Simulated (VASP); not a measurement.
# KSi16 (a cell with a defect) in VASP: further runs, part 2 of 3

VASP 6.6.1. The steps go on from the part before.

## Step 3: Single point, PBE

Input file INCAR:

```
ALGO     = Normal         # electronic algorithm
EDIFF    = 1E-6           # SCF threshold, eV
ENCUT    = 520            # plane-wave cutoff, eV
GGA      = PE             # functional
ISIF     = 2              # what is computed and relaxed
ISMEAR   = 0              # smearing method
LASPH    = T              # aspherical terms in the spheres
LCHARG   = F              # write CHGCAR
LREAL    = Auto         
LWAVE    = F              # write WAVECAR
NBANDS   = 50             # bands
NELECT   = 72.0         
NELM     = 100            # most SCF steps
PREC     = Accurate       # precision mode
SIGMA    = 0.02           # smearing width, eV
```

Input file KPOINTS:

```
k-points
0
Gamma
  2 2 2
```

Input file POSCAR:

```
KSi16
1.0
    0.0000000000      5.4700937627     -5.4700937627
    5.4700937627      5.4700937627      0.0000000000
    5.4700937627      0.0000000000     -5.4700937627
Si K
16 1
Direct
    0.1313077127      0.1313194126      0.1313265423
    0.1312861408      0.6046160529      0.1313192298
    0.6045504233      0.1313234345      0.1313312954
    0.6250118642      0.6250109501      0.1234809730
    0.1312799252      0.1312927221      0.6046548091
    0.1235231112      0.6249971478      0.6249993416
    0.6250062884      0.1235019050      0.6250006213
    0.6249937658      0.6250029064      0.6250052830
    0.2566436812      0.7426380929      0.2566268625
    0.2495810966      0.2496520278      0.2496926121
    0.7425986969      0.7426465937      0.2566291477
    0.7426146930      0.2566442297      0.2566325297
    0.2566169907      0.7426276726      0.7426499757
    0.2566349977      0.2566229321      0.7426491531
    0.7496489417      0.7496249933      0.7496065292
    0.7426001594      0.2566247602      0.7426575624
   -0.0004108705     -0.0003552956     -0.0003242175
```

Potentials or basis: VASP PAW PBE potentials, release 64 (Si, K_sv).

Launch:

```console
cat potpaw_PBE.64/Si/POTCAR potpaw_PBE.64/K_sv/POTCAR > POTCAR
mpirun -np 1 vasp_std > vasp.out
```

OUTCAR:

```text
EDIFF = 1E-6
   ENCUT = 520
   GGA = PE
   ISIF = 2
   ISMEAR = 0
   LASPH = T
   LREAL = Auto
   NELECT = 72.0
   NELM = 100
   PREC = Accurate

 ion  position               nearest neighbor table
   1  0.131  0.131  0.131-  10 2.24  14 2.46   9 2.46  12 2.46  17 2.50
   2  0.131  0.605  0.131-  10 2.24  13 2.46   9 2.46  11 2.46  17 2.50
   3  0.605  0.131  0.131-  10 2.24  16 2.46  11 2.46  12 2.46  17 2.50
   4  0.625  0.625  0.123-  12 2.33   9 2.33  11 2.33  15 2.36
   5  0.131  0.131  0.605-  10 2.24  13 2.46  14 2.46  16 2.46  17 2.50
   6  0.124  0.625  0.625-   9 2.33  14 2.33  13 2.33  15 2.36
   7  0.625  0.124  0.625-  12 2.33  14 2.33  16 2.33  15 2.36
   8  0.625  0.625  0.625-  13 2.33  11 2.33  16 2.33  15 2.36
   9  0.257  0.743  0.257-   4 2.33   6 2.33   1 2.46   2 2.46  17 2.81
  10  0.250  0.250  0.250-   5 2.24   2 2.24   3 2.24   1 2.24
  11  0.743  0.743  0.257-   4 2.33   8 2.33   3 2.46   2 2.46  17 2.81
  12  0.743  0.257  0.257-   4 2.33   7 2.33   3 2.46   1 2.46  17 2.81
  13  0.257  0.743  0.743-   6 2.33   8 2.33   5 2.46   2 2.46  17 2.81
  14  0.257  0.257  0.743-   7 2.33   6 2.33   1 2.46   5 2.46  17 2.81
  15  0.750  0.750  0.750-   6 2.36   4 2.36   7 2.36   8 2.36
  16  0.743  0.257  0.743-   7 2.33   8 2.33   3 2.46   5 2.46  17 2.81
  17  1.000  1.000  1.000-   5 2.50   2 2.50   3 2.50   1 2.50  12 2.81  11 2.81   9 2.81  16 2.81
                            14 2.81  13 2.81

  LATTYP: Found a face centered cubic cell.
 ALAT       =    10.9401875254

  Lattice vectors:

 A1 = (   0.0000000000,   5.4700937627,  -5.4700937627)
 A2 = (   5.4700937627,   5.4700937627,   0.0000000000)
 A3 = (   5.4700937627,   0.0000000000,  -5.4700937627)

Analysis of symmetry for initial positions (statically):
=====================================================================
 Subroutine PRICEL returns:
 Original cell was already a primitive cell.

 Routine SETGRP: Setting up the symmetry group for a
 face centered cubic supercell.
[... 156 lines left out ...]
   LORBIT       =      0    0 simple, 1 ext, 2 COOP (PROOUT), +10 PAW based schemes
   GGA     = PE    functional components
   LHFCALC =     F    Hartree Fock is set to
   AEXX    =    0.0000 exact exchange contribution
   IVDW    =     0    specifies the selected vdW correction
   LEPSILON=     F    determine dielectric tensor
   LRPA    =     F    only Hartree local field effects (RPA)
 non-spin polarized calculation
 Gauss-broadening in eV      SIGMA  =   0.02
  energy-cutoff  :      520.00
  volume of cell :      327.35
 maximum number of plane-waves:      8824
 NGX is ok and might be reduce to    60
   NGX = 29   NGY = 29   NGZ = 29

 number of electron      72.0000003 magnetization

 Free energy of the ion-electron system (eV)
  ---------------------------------------------------
  ext. energy  EPLUGINS =         0.00000000
  ---------------------------------------------------
  free energy    TOTEN  =       -88.14960845 eV

  energy without entropy =      -88.14960845  energy(sigma->0) =      -88.14960845

 E-fermi :   6.0896     XC(G=0):  -9.5146

 val. band max:        5.8936855244   @ k =   0.0000   0.0000   0.0000
 cond. band min:       6.3731339732   @ k =   0.0000   0.0000   0.0000
 fundamental gap:      0.4794484488
 Fermi energy:         6.0895952270

 k-point     1 :       0.0000    0.0000    0.0000
  band No.  band energies     occupation
      1     -24.0333      2.00000
      2      -8.3199      2.00000
      3      -8.3198      2.00000
      4      -8.3198      2.00000
      5      -5.8125      2.00000
      6      -3.8598      2.00000
[... 397 lines left out ...]
     47      10.0991      0.00000
     48      10.1129      0.00000
 [bands above 48 left out]

------------------------ aborting loop because EDIFF is reached ----------------------------------------

  FORCE on cell =-STRESS in cart. coord.  units (eV):
  Direction    XX          YY          ZZ          XY          YZ          ZX
  --------------------------------------------------------------------------------------
  -------------------------------------------------------------------------------------
  Total        7.6102151      7.6091946      7.6095276     -0.0033792      0.0073693      0.0014656
  in kB       37.2471637     37.2421688     37.2437987     -0.0165392      0.0360682      0.0071733
  external PRESSURE =      37.2443771 kB  Pullay stress =       0.0000000 kB

 VOLUME and BASIS-vectors are now :
 -----------------------------------------------------------------------------
  energy-cutoff  :      520.00
  volume of cell :      327.35
      direct lattice vectors                 reciprocal lattice vectors
     0.000000000  5.470093763 -5.470093763    -0.091406111  0.091406111 -0.091406111
     5.470093763  5.470093763  0.000000000     0.091406111  0.091406111  0.091406111
     5.470093763  0.000000000 -5.470093763     0.091406111 -0.091406111 -0.091406111

 POSITION                                       TOTAL-FORCE (eV/Angst)
 -----------------------------------------------------------------------------------
      1.43670      1.43660     -1.43663         0.025552      0.024755     -0.024991
      4.02563      4.02545     -1.43648        -0.025709     -0.026593     -0.026042
      1.43675      4.02530     -4.02534         0.025630     -0.026007      0.026120
      4.09432      6.83774     -4.09433        -0.000789     -0.001800      0.001045
      4.02570      1.43630     -4.02563        -0.026045      0.026329      0.026705
      6.83760      4.09448     -4.09449        -0.001721     -0.001194      0.001258
[... 9 lines left out ...]
      5.46617      5.46585     -8.12450        -0.001259     -0.000674      0.018386
     10.93647     10.93600    -10.93617         0.009107      0.010483     -0.010836
 -----------------------------------------------------------------------------------
    total drift:                                0.003177      0.001843     -0.003639

  FREE ENERGIE OF THE ION-ELECTRON SYSTEM (eV)
  ---------------------------------------------------
  free  energy   TOTEN  =       -88.1496084545 eV

  energy  without entropy=      -88.1496084545  energy(sigma->0) =      -88.14960845
```

OSZICAR:

```text
N       E                     dE             d eps       ncg     rms          rms(c)
DAV:   1     0.225841692397E+03    0.22584E+03   -0.28700E+04   800   0.122E+03
DAV:   2    -0.700082911132E+02   -0.29585E+03   -0.28318E+03   978   0.210E+02
DAV:   3    -0.888965095908E+02   -0.18888E+02   -0.18547E+02  1040   0.464E+01
DAV:   4    -0.898700835276E+02   -0.97357E+00   -0.97179E+00  1448   0.917E+00
DAV:   5    -0.898770652236E+02   -0.69817E-02   -0.69793E-02  1032   0.821E-01    0.259E+01
DAV:   6    -0.886918109511E+02    0.11853E+01   -0.93864E-01   960   0.294E+00    0.148E+01
DAV:   7    -0.881319948563E+02    0.55982E+00   -0.15784E+00  1016   0.372E+00    0.134E+00
DAV:   8    -0.881450092175E+02   -0.13014E-01   -0.12451E-01   904   0.125E+00    0.576E-01
DAV:   9    -0.881478107414E+02   -0.28015E-02   -0.93318E-03  1008   0.404E-01    0.228E-01
DAV:  10    -0.881492483406E+02   -0.14376E-02   -0.35617E-03   912   0.207E-01    0.848E-02
DAV:  11    -0.881494564154E+02   -0.20807E-03   -0.30576E-04   960   0.727E-02    0.516E-02
DAV:  12    -0.881495978850E+02   -0.14147E-03   -0.20946E-04   888   0.548E-02    0.154E-02
DAV:  13    -0.881496060660E+02   -0.81810E-05   -0.24950E-05   952   0.203E-02    0.527E-03
DAV:  14    -0.881496080105E+02   -0.19445E-05   -0.35885E-06  1000   0.653E-03    0.242E-03
DAV:  15    -0.881496084545E+02   -0.44396E-06   -0.36491E-07   528   0.270E-03
   1 F= -.88149608E+02 E0= -.88149608E+02  d E =-.856664E-44
```

stdout:

```text
POSCAR found type information on POSCAR SiK
 POSCAR found :  2 types and      17 ions
 scaLAPACK will be used
 LDA part: xc-table for (Slater+PW92), standard interpolation
 POSCAR, INCAR and KPOINTS ok, starting setup
 FFT: planning ... GRIDC
 FFT: planning ... GRID_SOFT
 FFT: planning ... GRID
 WAVECAR not read
 entering main loop
 the old and the new charge density differ
 old charge density:    73.00000 new   72.00000
    0.259E+01
```

Run time: 3.8 min. Hardware: 1 thread of Intel Xeon Platinum 8488C (Sapphire Rapids), shared host; peak memory 0.49 GiB.

What came out:

- Free energy: -88.1496 eV
- Largest force: 0.046 eV/Å

Forces on the atoms (eV/Å):
```
Si   0.026  0.025 -0.025
Si  -0.026 -0.027 -0.026
Si   0.026 -0.026  0.026
Si  -0.001 -0.002  0.001
Si  -0.026  0.026  0.027
Si  -0.002 -0.001  0.001
Si  -0.001 -0.001  0.002
Si  -0.002 -0.001  0.002
Si   0.000 -0.001 -0.018
Si  -0.001  0.000  0.001
Si  -0.001 -0.018  0.001
Si   0.019  0.000  0.000
Si  -0.018 -0.001  0.001
Si   0.000  0.018  0.001
Si   0.000  0.000  0.000
Si  -0.001 -0.001  0.018
K    0.009  0.010 -0.011
```

Levels at points of the mesh, in eV from the Fermi level:
```
           k point  band 32  band 33  band 34  band 35  band 36  band 37  band 38  band 39  band 40  band 41
(0.00, 0.00, 0.00)    -1.23    -1.23    -0.20    -0.20    -0.20     0.28     0.28     0.28     0.44     0.44
(0.50, 0.00, 0.00)    -1.94    -1.10    -1.10    -0.77    -0.77     1.05     1.05     1.39     1.39     1.41
(0.00, 0.50, 0.00)    -1.94    -1.10    -1.10    -0.77    -0.77     1.05     1.05     1.39     1.39     1.41
(0.00, 0.00, 0.50)    -1.94    -1.10    -1.10    -0.77    -0.77     1.05     1.05     1.39     1.39     1.41
(0.50, 0.50, 0.50)    -1.94    -1.10    -1.10    -0.77    -0.77     1.05     1.05     1.39     1.39     1.41
(0.50, 0.50, 0.00)    -1.75    -1.66    -1.40    -1.28    -1.28     0.72     1.03     2.11     2.16     2.45
(0.00, 0.50, 0.50)    -1.75    -1.66    -1.40    -1.28    -1.28     0.72     1.03     2.11     2.16     2.45
(0.50, 0.00, 0.50)    -1.75    -1.66    -1.40    -1.28    -1.28     0.72     1.03     2.11     2.16     2.45
```

Caveat: the k points lie up to 0.50 Å⁻¹ apart; the cell carries a net charge on a neutralising background, which shifts energy and pressure; the cell is charged against a uniform background, so pressure and absolute levels hang on convention.

[end of part 2 of 3]
